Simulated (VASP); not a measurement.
# Al2Ru (I4/mmm) in VASP: notebook, part 2 of 2

VASP 6.6.1.

## 4. Single point, PBEsol (biaxial strain in the a-b plane: +3.0 %, then relaxed in part)

INCAR reads:

```
  ALGO = Fast
  EDIFF = 1E-7
  ENCUT = 520
  GGA = PS
  ISIF = 2
  ISMEAR = 0
  LASPH = True
  LCHARG = True
  LELF = True
  LREAL = False
  LVHAR = True
  LWAVE = False
  NBANDS = 29
  NELM = 80
  PREC = Accurate
  SIGMA = 0.1
```

KPOINTS reads:

```
k-points
0
Gamma
  12 12 4
```

POSCAR reads:

```
Al2Ru
1.0
    3.2149984981      0.0000000000      0.0000000000
    0.0000000000      3.2149984981      0.0000000000
    0.0000000000      0.0000000000      8.2366284347
Al Ru
4 2
Direct
    0.5000000000      0.5000000000      0.1611584992
    0.0000000000      0.0000000000      0.3388415008
    0.0000000000      0.0000000000      0.6611584992
    0.5000000000      0.5000000000      0.8388415008
    0.0000000000      0.0000000000      0.0000000000
    0.5000000000      0.5000000000      0.5000000000
```

Potentials or basis: VASP PAW PBE potentials, release 64 (Al, Ru_pv).

Command:

```bash
> cat potpaw_PBE.64/Al/POTCAR potpaw_PBE.64/Ru_pv/POTCAR > POTCAR
> mpirun -np 1 vasp_std > vasp.out
```

OUTCAR:

```text
EDIFF = 1E-7
   ENCUT = 520
   GGA = PS
   ISIF = 2
   ISMEAR = 0
   LASPH = True
   LREAL = False
   NELM = 80
   PREC = Accurate

 ion  position               nearest neighbor table
   1  0.500  0.500  0.161-   5 2.63   5 2.63   5 2.63   5 2.63   4 2.65   2 2.70   2 2.70   2 2.70
                             2 2.70   6 2.79
   2  0.000  0.000  0.339-   6 2.63   6 2.63   6 2.63   6 2.63   3 2.65   1 2.70   1 2.70   1 2.70
                             1 2.70   5 2.79
   3  0.000  0.000  0.661-   6 2.63   6 2.63   6 2.63   6 2.63   2 2.65   4 2.70   4 2.70   4 2.70
                             4 2.70   5 2.79
   4  0.500  0.500  0.839-   5 2.63   5 2.63   5 2.63   5 2.63   1 2.65   3 2.70   3 2.70   3 2.70
                             3 2.70   6 2.79
   5  0.000  0.000  0.000-   1 2.63   4 2.63   1 2.63   4 2.63   1 2.63   4 2.63   1 2.63   4 2.63
                             3 2.79   2 2.79
   6  0.500  0.500  0.500-   2 2.63   3 2.63   2 2.63   3 2.63   2 2.63   3 2.63   2 2.63   3 2.63
                             1 2.79   4 2.79

  LATTYP: Found a simple tetragonal cell.
 ALAT       =     3.2149984981
 C/A-ratio  =     2.5619385015

  Lattice vectors:

 A1 = (   3.2149984981,   0.0000000000,   0.0000000000)
 A2 = (   0.0000000000,   3.2149984981,   0.0000000000)
 A3 = (   0.0000000000,   0.0000000000,   8.2366284347)

Analysis of symmetry for initial positions (statically):
=====================================================================
 Subroutine PRICEL returns following result:

  LATTYP: Found a body centered tetragonal cell.
 ALAT       =     3.2149984981
 C/A-ratio  =     2.5619385015

  Lattice vectors:

 A1 = (  -1.6074992491,   1.6074992491,   4.1183142174)
 A2 = (   1.6074992490,  -1.6074992491,   4.1183142174)
 A3 = (   1.6074992491,   1.6074992490,  -4.1183142174)

   2 primitive cells build up your supercell.

[... 153 lines left out ...]
     AMIX     =   0.40;   BMIX     =  1.00
     AMIX_MAG =   1.60;   BMIX_MAG =  1.00
  volume/ion in A,a.u.               =      14.19        95.75
  Fermi-wavevector in a.u.,A,eV,Ry     =   1.272695  2.405046 22.038087  1.619754
  Thomas-Fermi vector in A             =   2.405560
   LORBIT       =      0    0 simple, 1 ext, 2 COOP (PROOUT), +10 PAW based schemes
   GGA     = PS    functional components
   LHFCALC =     F    Hartree Fock is set to
   AEXX    =    0.0000 exact exchange contribution
   IVDW    =     0    specifies the selected vdW correction
   LEPSILON=     F    determine dielectric tensor
   LRPA    =     F    only Hartree local field effects (RPA)
 non-spin polarized calculation
 RMM-DIIS sequential band-by-band and
 Gauss-broadening in eV      SIGMA  =   0.10
  energy-cutoff  :      520.00
  volume of cell :       85.14
 maximum number of plane-waves:      2324
 NGX is ok and might be reduce to    24
   NGX = 11   NGY = 11   NGZ = 31

 number of electron      40.0000004 magnetization

 Free energy of the ion-electron system (eV)
  ---------------------------------------------------
  ext. energy  EPLUGINS =         0.00000000
  ---------------------------------------------------
  free energy    TOTEN  =       -40.51974059 eV

  energy without entropy =      -40.51414926  energy(sigma->0) =      -40.51694493

 E-fermi :  10.0036     XC(G=0): -11.8612

 val. band max:        9.9983947278   @ k =   0.4167   0.4167   0.0000
 cond. band min:      10.0290781129   @ k =   0.4167   0.3333   0.0000
 fundamental gap:      0.0306833851
 Fermi energy:        10.0036037543

 k-point     1 :       0.0000    0.0000    0.0000
  band No.  band energies     occupation
      1     -32.5537      2.00000
      2     -32.5537      2.00000
      3     -32.5535      2.00000
      4     -32.5535      2.00000
      5     -32.4196      2.00000
      6     -32.4169      2.00000
[... 757 lines left out ...]
     28      15.1355      0.00000
     29      15.3303      0.00000

 [... further k-points ...]

------------------------ aborting loop because EDIFF is reached ----------------------------------------

  FORCE on cell =-STRESS in cart. coord.  units (eV):
  Direction    XX          YY          ZZ          XY          YZ          ZX
  --------------------------------------------------------------------------------------
  -------------------------------------------------------------------------------------
  Total       -4.6698316     -4.6698316      0.0378060      0.0000000     -0.0000000      0.0000000
  in kB      -87.8821704    -87.8821704      0.7114767      0.0000000     -0.0000000      0.0000000
  external PRESSURE =     -58.3509547 kB  Pullay stress =       0.0000000 kB

 VOLUME and BASIS-vectors are now :
 -----------------------------------------------------------------------------
  energy-cutoff  :      520.00
  volume of cell :       85.14
      direct lattice vectors                 reciprocal lattice vectors
     3.214998498  0.000000000  0.000000000     0.311042136  0.000000000  0.000000000
     0.000000000  3.214998498  0.000000000     0.000000000  0.311042136  0.000000000
     0.000000000  0.000000000  8.236628435     0.000000000  0.000000000  0.121408900

 POSITION                                       TOTAL-FORCE (eV/Angst)
 -----------------------------------------------------------------------------------
      1.60750      1.60750      1.32740         0.000000      0.000000     -0.000160
      0.00000      0.00000      2.79091         0.000000      0.000000      0.000160
      0.00000      0.00000      5.44572         0.000000      0.000000     -0.000160
      1.60750      1.60750      6.90923         0.000000      0.000000      0.000160
      0.00000      0.00000      0.00000         0.000000     -0.000000      0.000000
      1.60750      1.60750      4.11831        -0.000000     -0.000000      0.000000
 -----------------------------------------------------------------------------------
    total drift:                                0.000000      0.000000      0.000000

  FREE ENERGIE OF THE ION-ELECTRON SYSTEM (eV)
  ---------------------------------------------------
  free  energy   TOTEN  =       -40.5197405923 eV

  energy  without entropy=      -40.5141492612  energy(sigma->0) =      -40.51694493
```

Run time: 4.4 min. Hardware: 1 thread of Intel Xeon Platinum 8375C at 2.90GHz (Ice Lake), shared host; peak memory 0.3 GiB.

Results:

```
Free energy            : -40.5197 eV
Pressure               : -5.8 GPa
Band gap on the k mesh : zero (bands 20 and 21 overlap by 0.26 eV)
```

Levels at points of the mesh, in eV from the Fermi level:
| k point | band 18 | band 19 | band 20 | band 21 | band 22 | band 23 |
| --- | --- | --- | --- | --- | --- | --- |
| (0.00, 0.00, 0.00) | -1.29 | -1.06 | -1.03 | 2.62 | 2.62 | 2.79 |
| (0.50, 0.00, 0.00) | -1.93 | -1.43 | -1.43 | 0.37 | 0.37 | 3.21 |
| (0.50, 0.50, 0.00) | -1.38 | -0.34 | -0.34 | 0.08 | 0.08 | 1.64 |
| (0.00, 0.00, 0.50) | -1.78 | -1.04 | -1.04 | 3.61 | 3.61 | 3.61 |
| (0.50, 0.00, 0.50) | -2.50 | -1.42 | -1.42 | 0.42 | 0.42 | 3.25 |
| (0.50, 0.50, 0.50) | -1.58 | -0.47 | -0.47 | 0.08 | 0.08 | 1.11 |

Caveat: the cell differs from its parent crystal (biaxial strain in the a-b plane: +3.0 %, then relaxed in part); the stress differs along the axes, from -9 to 0 GPa; the PAW data sets were made with another functional, which shifts forces and pressure a little.

## 5. Single point, PBEsol (biaxial strain in the a-b plane: +3.0 %)

INCAR reads:

```
  PREC = Accurate
  ENCUT = 520
  EDIFF = 1E-6
  ISMEAR = 0
  SIGMA = 0.1
  LREAL = F
  LASPH = T
  NELM = 80
  ALGO = Fast
  ISIF = 2
  LWAVE = F
  LCHARG = T
  GGA = PS
  LELF = T
  LVHAR = T
  NBANDS = 29
```

KPOINTS reads:

```
Automatic mesh
0
Gamma
  12 12 4
```

POSCAR reads:

```
Al2Ru
1.0
    3.2149984981      0.0000000000      0.0000000000
    0.0000000000      3.2149984981      0.0000000000
    0.0000000000      0.0000000000      8.2714882720
Al Ru
4 2
Direct
    0.5000000000      0.5000000000      0.1604750864
    0.0000000000      0.0000000000      0.3395249136
    0.0000000000      0.0000000000      0.6604750864
    0.5000000000      0.5000000000      0.8395249136
    0.0000000000      0.0000000000      0.0000000000
    0.5000000000      0.5000000000      0.5000000000
```

Command:

```bash
> cat potpaw_PBE.64/Al/POTCAR potpaw_PBE.64/Ru_pv/POTCAR > POTCAR
> mpirun -np 1 vasp_std > vasp.out
```

Wall time 3.2 min (1 thread of Intel Xeon Platinum 8375C at 2.90GHz (Ice Lake), shared host); peak memory 0.3 GiB.

Results (log left out):

- Free energy: -40.5182 eV
- Pressure: -6.5 GPa
- Largest force: 0.062 eV/Å
- Band gap on the k mesh: zero (bands 20 and 21 overlap by 0.27 eV)

Forces in eV/Å, atoms in the order of the input:
```
Al   0.000  0.000  0.062
Al   0.000  0.000 -0.062
Al   0.000  0.000  0.062
Al   0.000  0.000 -0.062
Ru   0.000  0.000  0.000
Ru   0.000  0.000  0.000
```

Stress tensor (GPa, compression positive):
```
-9.29  0.00  0.00
 0.00 -9.29  0.00
 0.00  0.00 -0.80
```

Levels at points of the mesh, in eV from the Fermi level:
```
           k point  band 18  band 19  band 20  band 21  band 22  band 23
(0.00, 0.00, 0.00)    -1.34    -1.06    -1.03     2.65     2.65     2.74
(0.50, 0.00, 0.00)    -1.95    -1.42    -1.42     0.37     0.37     3.17
(0.50, 0.50, 0.00)    -1.37    -0.35    -0.35     0.08     0.08     1.63
(0.00, 0.00, 0.50)    -1.77    -1.05    -1.05     3.63     3.63     3.63
(0.50, 0.00, 0.50)    -2.51    -1.41    -1.41     0.41     0.41     3.20
(0.50, 0.50, 0.50)    -1.59    -0.46    -0.46     0.08     0.08     1.10
```

Caveat: the cell differs from its parent crystal (biaxial strain in the a-b plane: +3.0 %); the stress differs along the axes, from -9 to -1 GPa; the PAW data sets were made with another functional, which shifts forces and pressure a little.

## 6. Relaxation of the atoms, PBEsol (equal strain along all axes, cell held: -2.0 %)

INCAR reads:

```
ALGO     = Fast           # electronic algorithm
EDIFF    = 1E-6           # SCF threshold, eV
EDIFFG   = -0.008         # ionic threshold
ENCUT    = 520            # plane-wave cutoff, eV
GGA      = PS             # functional
IBRION   = 2              # ionic algorithm
ISIF     = 2              # what is computed and relaxed
ISMEAR   = 0              # smearing method
LASPH    = T              # aspherical terms in the spheres
LCHARG   = F              # write CHGCAR
LREAL    = F              # projectors in reciprocal space
LWAVE    = F              # write WAVECAR
NELM     = 100            # most SCF steps
NSW      = 60             # ionic steps
PREC     = Accurate       # precision mode
SIGMA    = 0.1            # smearing width, eV
```

KPOINTS reads:

```
k-points
0
Gamma
  12 12 4
```

POSCAR reads:

```
Al2Ru
1.0
    3.0589306079      0.0000000000      0.0000000000
    0.0000000000      3.0589306079      0.0000000000
    0.0000000000      0.0000000000      8.2546420683
Al Ru
4 2
Direct
    0.5000000000      0.5000000000      0.1596654413
    0.0000000000      0.0000000000      0.3403345587
    0.0000000000      0.0000000000      0.6596654413
    0.5000000000      0.5000000000      0.8403345587
    0.0000000000      0.0000000000      0.0000000000
    0.5000000000      0.5000000000      0.5000000000
```

Potentials or basis: VASP PAW PBE potentials, release 64 (Al, Ru_pv).

Command:

```bash
> cat potpaw_PBE.64/Al/POTCAR potpaw_PBE.64/Ru_pv/POTCAR > POTCAR
> mpirun -np 1 vasp_std > vasp.out
```

Wall time 5.9 min (1 thread of Oxide Virtual Turin-like, shared host); peak memory 0.25 GiB.

Results (log left out):

```yaml
Free_energy: -40.4791 eV
Energy_gained_by_relaxing: 0.2 meV/atom
Ionic_steps: 3
Pressure_after_relaxing: 12.4 GPa
Band_gap_on_the_k_mesh: zero (bands 20 and 21 overlap by 0.14 eV)
```

Stress tensor (GPa, compression positive):
```
12.55  0.00  0.00
 0.00 12.55  0.00
 0.00  0.00 12.16
```

Step by step:
```csv
step,energy change (eV),largest force (eV/Å),pressure (GPa)
1,0.0000,0.1060,12.61
2,-0.0009,0.0132,12.45
3,-0.0010,0.0002,12.42
```

Final structure:
```
CELL_PARAMETERS angstrom
3.05893 0.00000 0.00000
0.00000 3.05893 0.00000
0.00000 0.00000 8.25464
ATOMIC_POSITIONS crystal
Al 0.50000 0.50000 0.16022
Al 0.00000 0.00000 0.33978
Al 0.00000 0.00000 0.66022
Al 0.50000 0.50000 0.83978
Ru 0.00000 0.00000 0.00000
Ru 0.50000 0.50000 0.50000
```

Levels at points of the mesh, in eV from the Fermi level:
| k point | band 17 | band 18 | band 19 | band 20 | band 21 | band 22 | band 23 | band 24 |
| --- | --- | --- | --- | --- | --- | --- | --- | --- |
| (0.00, 0.00, 0.00) | -1.68 | -1.68 | -1.01 | -0.98 | 2.64 | 3.27 | 3.27 | 4.49 |
| (0.50, 0.00, 0.00) | -2.53 | -2.53 | -1.56 | -1.56 | 0.59 | 0.59 | 3.07 | 3.07 |
| (0.50, 0.50, 0.00) | -1.27 | -1.27 | -0.34 | -0.34 | 0.34 | 0.34 | 2.07 | 2.08 |
| (0.00, 0.00, 0.50) | -1.94 | -1.94 | -1.00 | -1.00 | 4.24 | 4.24 | 4.24 | 4.24 |
| (0.50, 0.00, 0.50) | -2.74 | -2.74 | -1.55 | -1.55 | 0.67 | 0.67 | 3.34 | 3.34 |
| (0.50, 0.50, 0.50) | -1.82 | -1.82 | -0.52 | -0.52 | 0.34 | 0.34 | 1.46 | 1.46 |

Caveat: the cell differs from its parent crystal (equal strain along all axes, cell held: -2.0 %); the PAW data sets were made with another functional, which shifts forces and pressure a little.

## 7. The runs side by side

| task | cell | gap on the mesh (eV) | pressure (GPa) | largest force (eV/Å) |
| --- | --- | --- | --- | --- |
| single point | a = 3.184, b = 3.184, c = 8.293 Å, 6 atoms, atomic positions A | none | -4.0 | - |
| single point | a = 3.184, b = 3.184, c = 8.322 Å, 6 atoms, atomic positions B | none | -4.5 | 0.07 |
| single point | a = 3.215, b = 3.215, c = 8.237 Å, 6 atoms, atomic positions C | none | -5.8 | - |
| single point | a = 3.215, b = 3.215, c = 8.271 Å, 6 atoms, atomic positions A | none | -6.5 | 0.06 |
| relaxation of the atoms | atoms relaxed from a = 3.059, b = 3.059, c = 8.255 Å, 6 atoms, atomic positions D | none | 12.4 | - |

Alike in all rows: level PBEsol; potentials or basis VASP PAW PBE potentials, release 64 (Al, Ru_pv); no spin polarisation; k mesh 12 × 12 × 4; cutoff (eV) 520; smearing gaussian 0.1 eV.

Caveats: the PAW data sets were made with another functional, which shifts forces and pressure a little; the stress differs along the axes, from -6 to 0 GPa (at least some runs); the stress differs along the axes, from -6 to -1 GPa (at least some runs); the stress differs along the axes, from -9 to 0 GPa (at least some runs); the stress differs along the axes, from -9 to -1 GPa (at least some runs).

Total energies depend on the potentials used, so only differences within one code and one set of settings carry meaning.

The gap in the log of VASP goes by the Fermi energy; the results here count the filled bands.